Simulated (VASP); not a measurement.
# MgO (Ama2) in VASP: further runs

MgO is run at these levels: PBE; tasks: single point.

Everything below comes from runs of VASP 6.6.1. Logs are shortened: lines on timing, memory, paths and dates and some standing lists are left out, and cuts for length are marked.

## Step 1: The cell of the first run

The structure is orthorhombic, space group Ama2 (No. 40). Conventional cell: a = 4.141 Å, b = 6.170 Å, c = 3.562 Å, α = 90.00°, β = 90.00°, γ = 90.00°. Within 2.6 Å of Mg (site symmetry m) lie 5 O at 1.99 to 2.12 Å. Within 2.6 Å of O (site symmetry m) lie 5 Mg at 1.99 to 2.12 Å.

## Step 2: Single point, PBE (mode 8 frozen in at -0.045 Å, strain +e along z and -e/2 along x and y -0.0233)

The input, INCAR:

```
SYSTEM = MgO
  PREC = Accurate
  ENCUT = 520
  EDIFF = 1E-6
  ISMEAR = 0
  SIGMA = 0.05
  LREAL = .False.
  LASPH = .True.
  NELM = 100
  ALGO = Normal
  ISIF = 2
  LWAVE = .False.
  LCHARG = .False.
  GGA = PE
  NBANDS = 16
```

The input, KPOINTS:

```
regular mesh
0
Gamma
  9 9 6
  0 0 0
```

The input, POSCAR:

```
MgO
1.0
    3.5623398291      0.0000000000      0.0000000000
   -1.7811699146      3.0850767889      0.0000000000
    0.0000000000      0.0000000000      4.1406048166
Mg O
2 2
Direct
    0.6750787713      0.3333333333      0.7500000000
    0.3417454380      0.6666666667      0.2500000000
    0.6538873553      0.3333333333      0.2500000000
    0.3205540219      0.6666666667      0.7500000000
```

Potentials or basis: VASP PAW PBE potentials, release 64 (Mg, O).

On the command line:

```
cat potpaw_PBE.64/Mg/POTCAR potpaw_PBE.64/O/POTCAR > POTCAR
mpirun -np 1 vasp_std > vasp.out
```

OUTCAR:

```text
SYSTEM = MgO
   PREC = Accurate
   ENCUT = 520
   EDIFF = 1E-6
   ISMEAR = 0
   LREAL = .False.
   LASPH = .True.
   NELM = 100
   ISIF = 2
   GGA = PE

 ion  position               nearest neighbor table
   1  0.675  0.333  0.750-   4 1.99   4 2.06   3 2.07   3 2.07   4 2.12   2 2.92   2 2.92   2 2.92
                             2 2.92   2 2.92   2 2.92
   2  0.342  0.667  0.250-   3 1.99   3 2.06   4 2.07   4 2.07   3 2.12   1 2.92   1 2.92   1 2.92
                             1 2.92   1 2.92   1 2.92
   3  0.654  0.333  0.250-   2 1.99   2 2.06   1 2.07   1 2.07   2 2.12
   4  0.321  0.667  0.750-   1 1.99   1 2.06   2 2.07   2 2.07   1 2.12

  LATTYP: Found a hexagonal cell.
 ALAT       =     3.5623398291
 C/A-ratio  =     1.1623272948

  Lattice vectors:

 A1 = (   3.5623398291,   0.0000000000,   0.0000000000)
 A2 = (  -1.7811699146,   3.0850767889,   0.0000000000)
 A3 = (   0.0000000000,   0.0000000000,   4.1406048166)

Analysis of symmetry for initial positions (statically):
=====================================================================
 Subroutine PRICEL returns:
 Original cell was already a primitive cell.

 Routine SETGRP: Setting up the symmetry group for a
 hexagonal supercell.

 Subroutine GETGRP returns: Found  4 space group operations
 (whereof  2 operations were pure point group operations)
 out of a pool of 24 trial point group operations.

The static configuration has the point symmetry C_2 .
 The point group associated with its full space group is C_2v.

Analysis of symmetry for dynamics (positions and initial velocities):
=====================================================================
 Subroutine PRICEL returns:
 Original cell was already a primitive cell.

 Routine SETGRP: Setting up the symmetry group for a
 hexagonal supercell.

 Subroutine GETGRP returns: Found  4 space group operations
 (whereof  2 operations were pure point group operations)
 out of a pool of 24 trial point group operations.

The dynamic configuration has the point symmetry C_2 .
 The point group associated with its full space group is C_2v.

 Subroutine INISYM returns: Found  4 space group operations
 (whereof  2 operations are pure point group operations),
 and found     1 'primitive' translations

----------------------------------------------------------------------------------------

                                     Primitive cell

  volume of cell :      45.5056

  direct lattice vectors                    reciprocal lattice vectors
     3.562339829  0.000000000  0.000000000     0.280714375  0.162070520  0.000000000
    -1.781169915  3.085076789  0.000000000     0.000000000  0.324141040  0.000000000
     0.000000000  0.000000000  4.140604817     0.000000000  0.000000000  0.241510611

  length of vectors
     3.562339829  3.562339829  4.140604817     0.324141040  0.324141040  0.241510611

  position of ions in fractional coordinates (direct lattice)
     0.675078771  0.333333333  0.750000000
     0.341745438  0.666666667  0.250000000
     0.653887355  0.333333333  0.250000000
     0.320554022  0.666666667  0.750000000

  ion indices of the primitive-cell ions
   primitive index   ion index
                 1           1
                 2           2
                 3           3
                 4           4

----------------------------------------------------------------------------------------

 KPOINTS: regular mesh

Automatic generation of k-mesh.
 Grid dimensions read from file:
 generate k-points for:    9    9    6

 Generating k-lattice:

  Cartesian coordinates                     Fractional coordinates (reciprocal lattice)
     0.031190486  0.018007836  0.000000000     0.111111111 -0.000000000  0.000000000
     0.000000000  0.036015671  0.000000000     0.000000000  0.111111111  0.000000000
     0.000000000  0.000000000  0.040251769     0.000000000  0.000000000  0.166666667

  Length of vectors
     0.036015671  0.036015671  0.040251769

  Shift w.r.t. Gamma in fractional coordinates (k-lattice)
     0.000000000  0.000000000  0.000000000

 Subroutine IBZKPT returns following result:
 ===========================================

 Found    100 irreducible k-points:

 Following reciprocal coordinates:
            Coordinates               Weight
  0.000000  0.000000  0.000000      1.000000
  0.111111  0.000000  0.000000      4.000000
  0.000000  0.111111  0.000000      2.000000
  0.222222  0.000000  0.000000      4.000000
  0.000000  0.222222  0.000000      2.000000
  0.333333  0.000000  0.000000      4.000000
[... 16 lines left out ...]
 -0.222222 -0.444444  0.000000      4.000000
  0.444444  0.333333  0.000000      4.000000
 [... further k-points ...]
   k-points           NKPTS =    100   k-points in BZ     NKDIM =    100   number of bands    NBANDS=     16
   number of dos      NEDOS =    301   number of ions     NIONS =      4
   total plane-waves  NPLWV =  25088
   dimension x,y,z NGX =    28 NGY =   28 NGZ =   32
   dimension x,y,z NGXF=    56 NGYF=   56 NGZF=   64
   ions per type =               2   2
   NGX,Y,Z   is equivalent  to a cutoff of  13.07, 13.07, 12.85 a.u.
   NGXF,Y,Z  is equivalent  to a cutoff of  26.13, 26.13, 25.70 a.u.
 SYSTEM =  MgO
   PREC   = accura    normal or accurate (medium, high low for compatibility)
   ISTART =      0    job   : 0-new  1-cont  2-samecut
   ICHARG =      2    charge: 1-file 2-atom 10-const
   ISPIN  =      1    spin polarized calculation?
   LNONCOLLINEAR =      F non collinear calculations
   LSORBIT =      F    spin-orbit coupling
   LASPH  =      T    aspherical Exc in radial PAW
   ENCUT  =  520.0 eV  38.22 Ry    6.18 a.u.   6.62  6.62  7.70*2*pi/ulx,y,z
   NELM   =    100;   NELMIN=  2; NELMDL= -5     # of ELM steps
   EDIFF  = 0.1E-05   stopping-criterion for ELM
   LREAL  =      F    real-space projection
   EDIFFG = 0.1E-04   stopping-criterion for IOM
   NSW    =      0    number of steps for IOM
   IBRION =     -1    ionic relax: 0-MD 1-quasi-New 2-CG
   NFREE  =      0    steps in history (QN), initial steepest desc. (CG)
   ISIF   =      2    stress and relaxation
   ISYM   =      2    0-nonsym 1-usesym 2-fastsym
   POTIM  = 0.5000    time-step for ionic-motion
   TEBEG  =    0.0;   TEEND  =   0.0 temperature during run
   PSTRESS=    0.0 pullay stress
   NELECT =      16.0000    total number of electrons
   NUPDOWN=      -1.0000    fix difference up-down
   EMIN   =  10.00;   EMAX   =-10.00  energy-range for DOS
   EFERMI =   0.00;   METHOD = LEGACY
   ISMEAR =     0;   SIGMA  =   0.05  broadening in eV -4-tet -1-fermi 0-gaus
   EFERMI_NEDOS =   21; number of points for ismear=-14 and -15
   IALGO  =     38    algorithm
   IMIX   =      4    mixing-type and parameters
     AMIX     =   0.40;   BMIX     =  1.00
     AMIX_MAG =   1.60;   BMIX_MAG =  1.00
  volume/ion in A,a.u.               =      11.38        76.77
  Fermi-wavevector in a.u.,A,eV,Ry     =   1.155473  2.183527 18.165380  1.335118
  Thomas-Fermi vector in A             =   2.292101
   LORBIT       =      0    0 simple, 1 ext, 2 COOP (PROOUT), +10 PAW based schemes
   GGA     = PE    functional components
   LHFCALC =     F    Hartree Fock is set to
   AEXX    =    0.0000 exact exchange contribution
   IVDW    =     0    specifies the selected vdW correction
   LEPSILON=     F    determine dielectric tensor
   LRPA    =     F    only Hartree local field effects (RPA)
 non-spin polarized calculation
 Gauss-broadening in eV      SIGMA  =   0.05
  energy-cutoff  :      520.00
  volume of cell :       45.51
 maximum number of plane-waves:      1264
   NGX = 13   NGY = 13   NGZ = 15

 number of electron      16.0000005 magnetization

 Free energy of the ion-electron system (eV)
  ---------------------------------------------------
  ext. energy  EPLUGINS =         0.00000000
  ---------------------------------------------------
  free energy    TOTEN  =       -23.61701838 eV

  energy without entropy =      -23.61701838  energy(sigma->0) =      -23.61701838

 E-fermi :   1.9994     XC(G=0):  -9.9131

 val. band max:        1.7244288835   @ k =   0.0000   0.0000   0.0000
 cond. band min:       5.0296727931   @ k =   0.0000   0.0000   0.0000
 fundamental gap:      3.3052439096
 Fermi energy:         1.9994158073

 k-point     1 :       0.0000    0.0000    0.0000
  band No.  band energies     occupation
      1     -15.0241      2.00000
      2     -13.6660      2.00000
      3      -1.6856      2.00000
      4       0.0519      2.00000
      5       0.0560      2.00000
      6       1.0505      2.00000
[... 8 lines left out ...]
     15      17.0386      0.00000
     16      17.1352      0.00000

 k-point     2 :       0.1111    0.0000    0.0000
  band No.  band energies     occupation
      1     -14.9684      2.00000
      2     -13.6802      2.00000
      3      -1.5960      2.00000
      4      -0.1258      2.00000
      5      -0.0367      2.00000
      6       0.7594      2.00000
[... 8 lines left out ...]
     15      16.5808      0.00000
     16      16.7208      0.00000

 k-point     3 :       0.0000    0.1111    0.0000
  band No.  band energies     occupation
      1     -14.9683      2.00000
      2     -13.6801      2.00000
      3      -1.5960      2.00000
      4      -0.1390      2.00000
      5      -0.0227      2.00000
      6       0.7590      2.00000
[... 8 lines left out ...]
     15      16.5615      0.00000
     16      16.7514      0.00000

 k-point     4 :       0.2222    0.0000    0.0000
  band No.  band energies     occupation
      1     -14.8141      2.00000
      2     -13.7271      2.00000
      3      -1.3394      2.00000
      4      -0.6476      2.00000
      5      -0.2372      2.00000
      6       0.3485      2.00000
[... 8 lines left out ...]
     15      15.7232      0.00000
     16      16.3472      0.00000

 k-point     5 :       0.0000    0.2222    0.0000
  band No.  band energies     occupation
      1     -14.8139      2.00000
      2     -13.7269      2.00000
      3      -1.3394      2.00000
      4      -0.6569      2.00000
      5      -0.2255      2.00000
      6       0.3478      2.00000
[... 8 lines left out ...]
     15      15.7488      0.00000
     16      16.3436      0.00000

 k-point     6 :       0.3333    0.0000    0.0000
  band No.  band energies     occupation
      1     -14.6020      2.00000
      2     -13.8154      2.00000
      3      -1.2385      2.00000
      4      -0.9594      2.00000
      5      -0.4243      2.00000
      6       0.0987      2.00000
[... 8 lines left out ...]
     15      15.4202      0.00000
     16      16.3858      0.00000
[... 267 lines left out ...]
 k-point    21 :      -0.4444    0.2222    0.0000
  band No.  band energies     occupation
      1     -14.4883      2.00000
      2     -13.8741      2.00000
      3      -1.4078      2.00000
      4      -0.7435      2.00000
      5      -0.5816      2.00000
      6       0.1321      2.00000
[... 8 lines left out ...]
     15      16.1033      0.00000
     16      16.2777      0.00000

 k-point    22 :       0.3333    0.2222    0.0000
  band No.  band energies     occupation
      1     -14.3023      2.00000
      2     -13.9962      2.00000
      3      -1.6765      2.00000
      4      -0.5063      2.00000
      5      -0.3580      2.00000
      6      -0.0817      2.00000
[... 8 lines left out ...]
     15      16.1773      0.00000
     16      16.2841      0.00000

 k-point    23 :      -0.2222   -0.4444    0.0000
  band No.  band energies     occupation
      1     -14.3022      2.00000
      2     -13.9959      2.00000
      3      -1.6786      2.00000
      4      -0.5030      2.00000
      5      -0.3578      2.00000
      6      -0.0820      2.00000
[... 8 lines left out ...]
     15      16.1695      0.00000
     16      16.2777      0.00000

 k-point    24 :       0.4444    0.3333    0.0000
  band No.  band energies     occupation
      1     -14.3024      2.00000
      2     -13.9964      2.00000
      3      -1.6754      2.00000
      4      -0.5073      2.00000
      5      -0.3582      2.00000
      6      -0.0823      2.00000
[... 8 lines left out ...]
     15      16.1754      0.00000
     16      16.2812      0.00000

 [... further k-points ...]
[... 5 lines left out ...]
  --------------------------------------------------------------------------------------
  -------------------------------------------------------------------------------------
  Total       -0.2943765     -0.4427203      1.0119694      0.0000000      0.0000000      0.0000000
  in kB      -10.3645053    -15.5874438     35.6297566      0.0000000      0.0000000      0.0000000
  external PRESSURE =       3.2259359 kB  Pullay stress =       0.0000000 kB

 VOLUME and BASIS-vectors are now :
 -----------------------------------------------------------------------------
  energy-cutoff  :      520.00
  volume of cell :       45.51
      direct lattice vectors                 reciprocal lattice vectors
     3.562339829  0.000000000  0.000000000     0.280714375  0.162070520  0.000000000
    -1.781169915  3.085076789  0.000000000     0.000000000  0.324141040  0.000000000
     0.000000000  0.000000000  4.140604817     0.000000000  0.000000000  0.241510611

 POSITION                                       TOTAL-FORCE (eV/Angst)
 -----------------------------------------------------------------------------------
      1.81114      1.02836      3.10545        -0.539487     -0.067460      0.000000
      0.02997      2.05672      1.03515        -0.539487      0.067460      0.000000
      1.73565      1.02836      1.03515         0.539487     -0.069143      0.000000
     -0.04552      2.05672      3.10545         0.539487      0.069143      0.000000
 -----------------------------------------------------------------------------------
    total drift:                                0.000615     -0.000000     -0.000000

  FREE ENERGIE OF THE ION-ELECTRON SYSTEM (eV)
  ---------------------------------------------------
  free  energy   TOTEN  =       -23.6170183798 eV

  energy  without entropy=      -23.6170183798  energy(sigma->0) =      -23.61701838
```

Wall time 1.8 min (1 thread of Intel Xeon 8259CL, shared host); peak memory 0.21 GiB.

What came out:

```
Free energy            : -23.6170 eV
Pressure               : 0.3 GPa
Largest force          : 0.544 eV/Å
Band gap on the k mesh : 3.31 eV, direct
```

Forces on the atoms (eV/Å):
```
Mg  -0.539 -0.067  0.000
Mg  -0.539  0.067  0.000
O    0.539 -0.069  0.000
O    0.539  0.069  0.000
```

Caveat: the cell differs from its parent crystal (mode 8 frozen in at -0.045 Å, strain +e along z and -e/2 along x and y -0.0233).

[end of part 1 of 2]
